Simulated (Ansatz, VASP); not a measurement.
Ge: VASP beside Ansatz

The input INCAR:

```
  ALGO = Normal
  EDIFF = 1E-6
  ENCUT = 520
  GGA = CA
  ISIF = 2
  ISMEAR = 0
  LASPH = True
  LCHARG = False
  LREAL = False
  LWAVE = False
  NBANDS = 13
  NELM = 60
  PREC = Accurate
  SIGMA = 0.15
```

File KPOINTS:

```
k-points
0
Gamma
  20 20 20
```

POSCAR

```
Ge
1.0
    0.0157377039      2.0983605250      2.0983605250
    2.0983605250      0.0157377039      2.0983605250
    2.1140982289      2.1140982289      0.0000000000
Ge
1
Direct
    0.0000000000      0.0000000000      0.0000000000
```

Input for Ansatz:

```yaml
crystal:
  lattice:
    - [0.0157377039, 2.098360525, 2.098360525]
    - [2.098360525, 0.0157377039, 2.098360525]
    - [2.1140982289, 2.1140982289, 0.0]
  atoms:
    - { symbol: Ge, position: [0.0, 0.0, 0.0] }
basis:
  ecutwfc: 420
kpoints:
  mp_grid: { grid: [20, 20, 20] }
hamiltonian:
  xc: lda
scf:
  occupations: { method: gaussian, width: 0.15 }
output:
  forces: true
  stress: true
  eigenvalues: true
```

Change from the starting cell: strain +0.0150 x Voigt [0, 0, 0, 0, 0, 1], atoms carried along.

Alike in both runs: task single point; functional LDA; k mesh 20 × 20 × 20; occupations gaussian, width 0.15 eV; no spin polarisation.

```csv
,VASP,Ansatz
version,VASP 6.6.1,Ansatz 0.2.0
potentials or method,"VASP PAW LDA potentials, release 64 (Ge_d), cutoff 520 eV","scalar-relativistic, plane waves, PAW"
valence electrons in the cell,14,14
```

|  | VASP | Ansatz | Ansatz less VASP |
| --- | --- | --- | --- |
| gap on the k mesh at the Fermi level (eV) | none | none | - |
| pressure (GPa) | -1.1 | -1.3 | -0.14 |
| traceless stress, the component that is largest in VASP (GPa) | 0.09 | 0.09 | -0.004 |

LDA's correlation is that of Perdew and Zunger in VASP and of Perdew and Wang (1992) in Ansatz. A gap of «none» marks a metal or a gap that the smearing closes.
